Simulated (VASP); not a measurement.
Runs of VASP 6.6.1 on P. The structure is that of space group Im-3m (No. 229), or close to it. The cells are those of the table. This isn't the form of P at room conditions, which is orthorhombic.

| task | cell | k mesh | cutoff (eV) | gap on the mesh (eV) | pressure (GPa) |
| --- | --- | --- | --- | --- | --- |
| relaxation of cell and atoms | relaxed from a = 2.704 Å, angles 109.5°, 1 atom | 14 × 14 × 14 | 600 | none | 0.0 |
| single point | a = 2.686 Å, angles 109.5°, 1 atom | 16 × 16 × 16 | 520 | none | (a) |
| single point | a = 2.651 Å, angles 109.5°, 1 atom | 16 × 16 × 16 | 520 | none | -0.3 |
| single point | a = 2.651 Å, angles 109.5°, 1 atom | 14 × 14 × 14 | 520 | none | -0.1 |
| single point | a = 2.720 Å, angles 109.5°, 1 atom | 16 × 16 × 16 | 520 | none | -6.5 |

Alike in all rows: level r2SCAN; potentials or basis VASP PAW PBE potentials, release 64 (P); no spin polarisation; smearing fermi-dirac 0.1 eV.

Task: Estimate the missing entries.

Result: (a) -3.7.

Caveats: the PAW data sets were made with another functional, which shifts forces and pressure a little; the cell stands under tension (at least some runs).

A gap of «none» marks levels without a gap at the run's occupations.
